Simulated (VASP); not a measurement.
**Lu: single point with LDA**

Crystal: Lu.

```
CELL_PARAMETERS angstrom
3.38239 0.00000 0.00000
-1.69120 2.92924 0.00000
0.00000 0.00000 5.25241
ATOMIC_POSITIONS crystal
Lu 0.33333 0.66667 0.25000
Lu 0.66667 0.33333 0.75000
```

- Program: VASP 6.6.1
- Task: single point
- Functional: LDA
- Potentials or basis: VASP PAW PBE potentials, release 64 (Lu)
- Cutoff: 520 eV
- k mesh: 11 × 11 × 6
- Occupations: methfessel-paxton, width 0.2 eV
- Spin: no spin polarisation
- Dipole correction: no
- Further INCAR settings: ALGO = Normal; EDIFF = 1e-07; NBANDS = 32

```
Pressure               : 0.0 GPa
Band gap on the k mesh : zero (bands 25 and 26 overlap by 1.91 eV)
```

Stress tensor (GPa, compression positive):
```
 0.15  0.00  0.00
 0.00  0.15  0.00
 0.00  0.00 -0.28
```

Levels at points of the mesh, in eV from the Fermi level:
| k point | band 23 | band 24 | band 25 | band 26 | band 27 | band 28 |
| --- | --- | --- | --- | --- | --- | --- |
| (0.00, 0.00, 0.00) | -4.72 | -2.60 | 1.25 | 2.16 | 2.16 | 2.71 |
| (0.00, 0.00, 0.50) | -4.39 | -4.39 | 1.26 | 1.26 | 2.04 | 2.04 |

Wall time 44 s on 1 thread of Intel(R) Xeon(R) 6975P-C (Granite Rapids), with other jobs on the host, peak memory 0.21 GiB.

Caveat: the PAW data sets were made with another functional, which shifts forces and pressure a little; spin-orbit coupling is left out, which moves the levels of the heavy elements.
